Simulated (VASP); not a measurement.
A run of VASP 6.6.1 is set up as follows.

INCAR

```
SYSTEM = Si
ALGO = Normal
EDIFF = 1E-6
ENCUT = 520
GGA = PS
ISIF = 2
ISMEAR = 0
LASPH = .TRUE.
LCHARG = .FALSE.
LREAL = .FALSE.
LWAVE = .FALSE.
NBANDS = 16
NELM = 60
PREC = Accurate
SIGMA = 0.03
```

Contents of KPOINTS:

```
k-points
0
G
  12 12 6
  0 0 0
```

The input POSCAR:

```
Si
1.0
    3.9654135716      0.0000000000      0.0000000000
   -1.9827067858      3.2018876120      0.0000000000
    0.0000000000      0.0000000000      6.3326220002
Si
4
Direct
    0.3333333333      0.6666666667      0.0630095000
    0.6666666667      0.3333333333      0.5630095000
    0.3333333333      0.6666666667      0.4369905000
    0.6666666667      0.3333333333      0.9369905000
```

Potentials or basis: VASP PAW PBE potentials, release 64 (Si).

The run is started by

```sh
$ cat potpaw_PBE.64/Si/POTCAR > POTCAR
$ mpirun -np 1 vasp_std > vasp.out
```

Task: Predict the largest force.

Result: 0.652 eV/Å.

Task: Predict the pressure.

Result: 0.1 GPa.

Task: Predict the band gap on the k mesh.

Result: Zero (bands 8 and 9 overlap by 0.25 eV).

Forces on the atoms (eV/Å):
```
Si   0.000 -0.651  0.041
Si   0.000  0.651  0.041
Si   0.000 -0.651 -0.041
Si   0.000  0.651 -0.041
```

Caveat: the cell differs from its parent crystal (strain +0.0350 x Voigt [1, -1, 0, 0, 0, 0]); the stress differs along the axes, from -6 to 6 GPa; semilocal functionals underestimate gaps, and a narrow one can read as zero; the PAW data sets were made with another functional, which shifts forces and pressure a little.
